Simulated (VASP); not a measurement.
# KSc3Si4 (Im-3m) in VASP: a series of runs

The runs below take KSc3Si4 through single point, relaxation of cell and atoms, with PBE.

Everything below comes from runs of VASP 6.6.1. Logs are shortened: lines on timing, memory, paths and dates and some standing lists are left out, and cuts for length are marked.

## (1) The cell of the first run

It takes space group Im-3m (No. 229, cubic). Conventional cell: a = 6.823 Å, b = 6.823 Å, c = 6.823 Å, α = 90.00°, β = 90.00°, γ = 90.00°. K (site symmetry m-3m) has 8 Si at 2.95 Å and 6 Sc at 3.41 Å within 3.9 Å. Within 3.9 Å of Sc (site symmetry 4/mmm) lie 8 Si at 2.95 Å and 2 K at 3.41 Å and 4 Sc at 3.41 Å. Within 3.9 Å of Si (site symmetry -3m) lie 2 K at 2.95 Å and 6 Sc at 2.95 Å and 6 Si at 3.41 Å.

## (2) Single point, PBE

The input, INCAR:

```
SYSTEM = KSc3Si4
ALGO     = Normal         ! electronic algorithm
EDIFF    = 1E-6           ! SCF threshold, eV
ENCUT    = 520            ! plane-wave cutoff, eV
GGA      = PE             ! functional
ISIF     = 2              ! what is computed and relaxed
ISMEAR   = 0              ! smearing method
LASPH    = .True.         ! aspherical terms in the spheres
LCHARG   = .True.         ! write CHGCAR
LELF     = .True.         ! ELF
LREAL    = .False.        ! projectors in reciprocal space
LVHAR    = .True.       
LWAVE    = .False.        ! write WAVECAR
NBANDS   = 39             ! bands
NELM     = 80             ! most SCF steps
PREC     = Accurate       ! precision mode
SIGMA    = 0.1            ! smearing width, eV
```

The input, KPOINTS:

```
k-points
0
Gamma
  4 4 4
  0 0 0
```

The input, POSCAR:

```
KSc3Si4
1.0
   -3.4114074509      3.4114074509      3.4114074509
    3.4114074509     -3.4114074509      3.4114074509
    3.4114074509      3.4114074509     -3.4114074509
K Sc Si
1 3 4
Direct
    0.0000000000      0.0000000000      0.0000000000
    0.5000000000      0.5000000000      0.0000000000
    0.5000000000      0.0000000000      0.5000000000
    0.0000000000      0.5000000000      0.5000000000
    0.5000000000      0.5000000000      0.5000000000
    0.0000000000      0.0000000000      0.5000000000
    0.0000000000      0.5000000000      0.0000000000
    0.5000000000      0.0000000000      0.0000000000
```

Potentials or basis: VASP PAW PBE potentials, release 64 (K_sv, Sc_sv, Si).

On the command line:

```sh
$ cat potpaw_PBE.64/K_sv/POTCAR potpaw_PBE.64/Sc_sv/POTCAR potpaw_PBE.64/Si/POTCAR > POTCAR
$ mpirun -np 1 vasp_std > vasp.out
```

OUTCAR:

```text
SYSTEM = KSc3Si4
   EDIFF = 1E-6
   ENCUT = 520
   GGA = PE
   ISIF = 2
   ISMEAR = 0
   LASPH = .True.
   LREAL = .False.
   NELM = 80
   PREC = Accurate

 ion  position               nearest neighbor table
   1  0.000  0.000  0.000-   5 2.95   6 2.95   7 2.95   8 2.95   6 2.95   7 2.95   8 2.95   5 2.95
                             4 3.41   4 3.41   2 3.41   3 3.41   2 3.41   3 3.41
   2  0.500  0.500  0.000-   5 2.95   6 2.95   7 2.95   8 2.95   5 2.95   8 2.95   7 2.95   6 2.95
                             4 3.41   3 3.41   1 3.41   4 3.41   1 3.41   3 3.41
   3  0.500  0.000  0.500-   5 2.95   6 2.95   7 2.95   8 2.95   8 2.95   5 2.95   6 2.95   7 2.95
                             4 3.41   2 3.41   1 3.41   1 3.41   4 3.41   2 3.41
   4  0.000  0.500  0.500-   5 2.95   6 2.95   7 2.95   8 2.95   7 2.95   6 2.95   5 2.95   8 2.95
                             3 3.41   1 3.41   1 3.41   2 3.41   3 3.41   2 3.41
   5  0.500  0.500  0.500-   1 2.95   2 2.95   3 2.95   4 2.95   2 2.95   3 2.95   4 2.95   1 2.95

   6  0.000  0.000  0.500-   1 2.95   2 2.95   3 2.95   4 2.95   1 2.95   4 2.95   3 2.95   2 2.95

   7  0.000  0.500  0.000-   1 2.95   2 2.95   3 2.95   4 2.95   4 2.95   1 2.95   2 2.95   3 2.95

   8  0.500  0.000  0.000-   1 2.95   2 2.95   3 2.95   4 2.95   3 2.95   2 2.95   1 2.95   4 2.95

  LATTYP: Found a body centered cubic cell.
 ALAT       =     6.8228149018

  Lattice vectors:

 A1 = (  -3.4114074509,   3.4114074509,   3.4114074509)
 A2 = (   3.4114074509,  -3.4114074509,   3.4114074509)
 A3 = (   3.4114074509,   3.4114074509,  -3.4114074509)

Analysis of symmetry for initial positions (statically):
=====================================================================
 Subroutine PRICEL returns:
 Original cell was already a primitive cell.

 Routine SETGRP: Setting up the symmetry group for a
 body centered cubic supercell.

 Subroutine GETGRP returns: Found 48 space group operations
 (whereof 48 operations were pure point group operations)
 out of a pool of 48 trial point group operations.

The static configuration has the point symmetry O_h .

Analysis of symmetry for dynamics (positions and initial velocities):
=====================================================================
 Subroutine PRICEL returns:
 Original cell was already a primitive cell.

 Routine SETGRP: Setting up the symmetry group for a
 body centered cubic supercell.

 Subroutine GETGRP returns: Found 48 space group operations
 (whereof 48 operations were pure point group operations)
 out of a pool of 48 trial point group operations.

The dynamic configuration has the point symmetry O_h .

 Subroutine INISYM returns: Found 48 space group operations
 (whereof 48 operations are pure point group operations),
 and found     1 'primitive' translations

----------------------------------------------------------------------------------------

                                     Primitive cell

  volume of cell :     158.8038

  direct lattice vectors                    reciprocal lattice vectors
    -3.411407451  3.411407451  3.411407451     0.000000000  0.146567072  0.146567072
     3.411407451 -3.411407451  3.411407451     0.146567072  0.000000000  0.146567072
     3.411407451  3.411407451 -3.411407451     0.146567072  0.146567072  0.000000000

  length of vectors
     5.908731030  5.908731030  5.908731030     0.207277140  0.207277140  0.207277140

  position of ions in fractional coordinates (direct lattice)
     0.000000000  0.000000000  0.000000000
     0.500000000  0.500000000  0.000000000
     0.500000000  0.000000000  0.500000000
     0.000000000  0.500000000  0.500000000
     0.500000000  0.500000000  0.500000000
     0.000000000  0.000000000  0.500000000
     0.000000000  0.500000000  0.000000000
     0.500000000  0.000000000  0.000000000

  ion indices of the primitive-cell ions
   primitive index   ion index
                 1           1
                 2           2
                 3           3
                 4           4
                 5           5
                 6           6
                 7           7
                 8           8

----------------------------------------------------------------------------------------

 KPOINTS: k-points

Automatic generation of k-mesh.
 Grid dimensions read from file:
 generate k-points for:    4    4    4

 Generating k-lattice:

  Cartesian coordinates                     Fractional coordinates (reciprocal lattice)
     0.000000000  0.036641768  0.036641768     0.250000000  0.000000000  0.000000000
     0.036641768  0.000000000  0.036641768     0.000000000  0.250000000  0.000000000
     0.036641768  0.036641768  0.000000000     0.000000000  0.000000000  0.250000000

  Length of vectors
     0.051819285  0.051819285  0.051819285

  Shift w.r.t. Gamma in fractional coordinates (k-lattice)
     0.000000000  0.000000000  0.000000000

 Subroutine IBZKPT returns following result:
 ===========================================

 Found      8 irreducible k-points:

 Following reciprocal coordinates:
            Coordinates               Weight
  0.000000  0.000000  0.000000      1.000000
  0.250000  0.000000  0.000000     12.000000
  0.500000  0.000000  0.000000      6.000000
  0.250000  0.250000  0.000000     24.000000
  0.250000  0.250000  0.250000      2.000000
 -0.250000  0.250000  0.250000      6.000000
  0.500000  0.500000  0.250000     12.000000
  0.500000  0.500000  0.500000      1.000000
   k-points           NKPTS =      8   k-points in BZ     NKDIM =      8   number of bands    NBANDS=     39
   number of dos      NEDOS =    301   number of ions     NIONS =      8
   total plane-waves  NPLWV = 110592
   dimension x,y,z NGX =    48 NGY =   48 NGZ =   48
   dimension x,y,z NGXF=    96 NGYF=   96 NGZF=   96
   ions per type =               1   3   4
   NGX,Y,Z   is equivalent  to a cutoff of  13.51, 13.51, 13.51 a.u.
   NGXF,Y,Z  is equivalent  to a cutoff of  27.01, 27.01, 27.01 a.u.
 SYSTEM =  KSc3Si4
   PREC   = accura    normal or accurate (medium, high low for compatibility)
   ISTART =      0    job   : 0-new  1-cont  2-samecut
   ICHARG =      2    charge: 1-file 2-atom 10-const
   ISPIN  =      1    spin polarized calculation?
   LNONCOLLINEAR =      F non collinear calculations
   LSORBIT =      F    spin-orbit coupling
   LASPH  =      T    aspherical Exc in radial PAW
   ENCUT  =  520.0 eV  38.22 Ry    6.18 a.u.  10.99 10.99 10.99*2*pi/ulx,y,z
   NELM   =     80;   NELMIN=  2; NELMDL= -5     # of ELM steps
   EDIFF  = 0.1E-05   stopping-criterion for ELM
   LREAL  =      F    real-space projection
   EDIFFG = 0.1E-04   stopping-criterion for IOM
   NSW    =      0    number of steps for IOM
   IBRION =     -1    ionic relax: 0-MD 1-quasi-New 2-CG
   NFREE  =      0    steps in history (QN), initial steepest desc. (CG)
   ISIF   =      2    stress and relaxation
   ISYM   =      2    0-nonsym 1-usesym 2-fastsym
   POTIM  = 0.5000    time-step for ionic-motion
   TEBEG  =    0.0;   TEEND  =   0.0 temperature during run
   PSTRESS=    0.0 pullay stress
   NELECT =      58.0000    total number of electrons
   NUPDOWN=      -1.0000    fix difference up-down
   EMIN   =  10.00;   EMAX   =-10.00  energy-range for DOS
   EFERMI =   0.00;   METHOD = LEGACY
   ISMEAR =     0;   SIGMA  =   0.10  broadening in eV -4-tet -1-fermi 0-gaus
   EFERMI_NEDOS =   21; number of points for ismear=-14 and -15
   IALGO  =     38    algorithm
   IMIX   =      4    mixing-type and parameters
     AMIX     =   0.40;   BMIX     =  1.00
     AMIX_MAG =   1.60;   BMIX_MAG =  1.00
  volume/ion in A,a.u.               =      19.85       133.96
  Fermi-wavevector in a.u.,A,eV,Ry     =   1.170210  2.211377 18.631710  1.369392
  Thomas-Fermi vector in A             =   2.306672
   LORBIT       =      0    0 simple, 1 ext, 2 COOP (PROOUT), +10 PAW based schemes
   GGA     = PE    functional components
   LHFCALC =     F    Hartree Fock is set to
   AEXX    =    0.0000 exact exchange contribution
   IVDW    =     0    specifies the selected vdW correction
   LEPSILON=     F    determine dielectric tensor
   LRPA    =     F    only Hartree local field effects (RPA)
 non-spin polarized calculation
 Gauss-broadening in eV      SIGMA  =   0.10
  energy-cutoff  :      520.00
  volume of cell :      158.80
 maximum number of plane-waves:      4289
 NGX is ok and might be reduce to    48
   NGX = 21   NGY = 21   NGZ = 21

 number of electron      57.9999997 magnetization

 Free energy of the ion-electron system (eV)
  ---------------------------------------------------
  ext. energy  EPLUGINS =         0.00000000
  ---------------------------------------------------
  free energy    TOTEN  =       -41.63117802 eV

  energy without entropy =      -41.59397444  energy(sigma->0) =      -41.61257623

 E-fermi :   5.8169     XC(G=0): -10.2465

 val. band max:        5.8043912845   @ k =   0.0000   0.0000   0.0000
 cond. band min:       5.8588360397   @ k =   0.5000   0.5000   0.2500
 fundamental gap:      0.0544447552
 Fermi energy:         5.8168822834

 k-point     1 :       0.0000    0.0000    0.0000
  band No.  band energies     occupation
      1     -44.1714      2.00000
      2     -44.1537      2.00000
      3     -44.1537      2.00000
      4     -24.2986      2.00000
      5     -22.8526      2.00000
      6     -22.8526      2.00000
[... 31 lines left out ...]
     38       7.6168      0.00000
     39       7.6168      0.00000

 k-point     2 :       0.2500    0.0000    0.0000
  band No.  band energies     occupation
      1     -44.1691      2.00000
      2     -44.1560      2.00000
      3     -44.1538      2.00000
      4     -24.3001      2.00000
      5     -22.8530      2.00000
      6     -22.8371      2.00000
[... 31 lines left out ...]
     38       7.7124      0.00000
     39       7.8371      0.00000

 k-point     3 :       0.5000    0.0000    0.0000
  band No.  band energies     occupation
      1     -44.1654      2.00000
      2     -44.1596      2.00000
      3     -44.1538      2.00000
      4     -24.3016      2.00000
      5     -22.8535      2.00000
      6     -22.8367      2.00000
[... 31 lines left out ...]
     38       7.4797      0.00000
     39       7.5098      0.00000

 k-point     4 :       0.2500    0.2500    0.0000
  band No.  band energies     occupation
      1     -44.1654      2.00000
      2     -44.1596      2.00000
      3     -44.1538      2.00000
      4     -24.3016      2.00000
      5     -22.8396      2.00000
      6     -22.8393      2.00000
[... 31 lines left out ...]
     38       7.4688      0.00000
     39       7.8382      0.00000

 k-point     5 :       0.2500    0.2500    0.2500
  band No.  band energies     occupation
      1     -44.1596      2.00000
      2     -44.1596      2.00000
      3     -44.1596      2.00000
      4     -24.3033      2.00000
      5     -22.8340      2.00000
      6     -22.8340      2.00000
[... 31 lines left out ...]
     38       7.2700      0.00000
     39       8.0035      0.00000

 k-point     6 :      -0.2500    0.2500    0.2500
  band No.  band energies     occupation
      1     -44.1679      2.00000
      2     -44.1595      2.00000
      3     -44.1515      2.00000
      4     -24.2998      2.00000
      5     -22.8564      2.00000
      6     -22.8564      2.00000
[... 31 lines left out ...]
     38       7.6755      0.00000
     39       8.1522      0.00000

 k-point     7 :       0.5000    0.5000    0.2500
  band No.  band energies     occupation
      1     -44.1654      2.00000
      2     -44.1631      2.00000
      3     -44.1503      2.00000
      4     -24.2995      2.00000
      5     -22.8591      2.00000
      6     -22.8470      2.00000
[... 31 lines left out ...]
     38       8.1556      0.00000
     39       8.3727      0.00000

 k-point     8 :       0.5000    0.5000    0.5000
  band No.  band energies     occupation
      1     -44.1653      2.00000
      2     -44.1653      2.00000
      3     -44.1482      2.00000
      4     -24.2975      2.00000
      5     -22.8632      2.00000
      6     -22.8632      2.00000
[... 31 lines left out ...]
     38       9.0565      0.00000
     39       9.0571      0.00000

------------------------ aborting loop because EDIFF is reached ----------------------------------------

  FORCE on cell =-STRESS in cart. coord.  units (eV):
  Direction    XX          YY          ZZ          XY          YZ          ZX
  --------------------------------------------------------------------------------------
  -------------------------------------------------------------------------------------
  Total       -0.1523405     -0.1523405     -0.1523405      0.0000000     -0.0000000     -0.0000000
  in kB       -1.5369691     -1.5369691     -1.5369691      0.0000000     -0.0000000     -0.0000000
  external PRESSURE =      -1.5369691 kB  Pullay stress =       0.0000000 kB

 VOLUME and BASIS-vectors are now :
 -----------------------------------------------------------------------------
  energy-cutoff  :      520.00
  volume of cell :      158.80
      direct lattice vectors                 reciprocal lattice vectors
    -3.411407451  3.411407451  3.411407451     0.000000000  0.146567072  0.146567072
     3.411407451 -3.411407451  3.411407451     0.146567072  0.000000000  0.146567072
     3.411407451  3.411407451 -3.411407451     0.146567072  0.146567072  0.000000000

 POSITION                                       TOTAL-FORCE (eV/Angst)
 -----------------------------------------------------------------------------------
      0.00000      0.00000      0.00000         0.000000     -0.000000     -0.000000
      0.00000      0.00000      3.41141        -0.000000      0.000000     -0.000000
      0.00000      3.41141      0.00000        -0.000000     -0.000000      0.000000
      3.41141      0.00000      0.00000        -0.000000     -0.000000      0.000000
      1.70570      1.70570      1.70570        -0.000000      0.000000      0.000000
      1.70570      1.70570     -1.70570         0.000000     -0.000000     -0.000000
      1.70570     -1.70570      1.70570         0.000000     -0.000000     -0.000000
     -1.70570      1.70570      1.70570         0.000000      0.000000      0.000000
 -----------------------------------------------------------------------------------
    total drift:                               -0.000000     -0.000000      0.000000

  FREE ENERGIE OF THE ION-ELECTRON SYSTEM (eV)
  ---------------------------------------------------
  free  energy   TOTEN  =       -41.6311780246 eV

  energy  without entropy=      -41.5939744358  energy(sigma->0) =      -41.61257623
```

It took 95 s on 1 thread of Intel Xeon Platinum 8488C (Sapphire Rapids), shared host; peak memory 0.34 GiB.

Results:

* Free energy: -41.6312 eV
* Pressure: -0.2 GPa
* Band gap on the k mesh: zero (bands 29 and 30 overlap by 1.16 eV)

Levels at points of the mesh, in eV from the Fermi level:
```csv
k point,band 25,band 26,band 27,band 28,band 29,band 30,band 31,band 32,band 33,band 34
"(0.00, 0.00, 0.00)",-2.18,-2.18,-0.90,-0.90,-0.21,-0.01,-0.01,1.14,1.14,1.14
"(0.50, 0.00, 0.00)",-2.06,-1.83,-1.81,-1.50,-0.05,0.34,0.43,0.76,0.89,1.04
"(0.50, 0.50, 0.50)",-3.28,-3.28,-0.17,-0.17,-0.17,0.09,0.58,0.58,0.58,0.77
```

(Continued in part 2 of 2.)
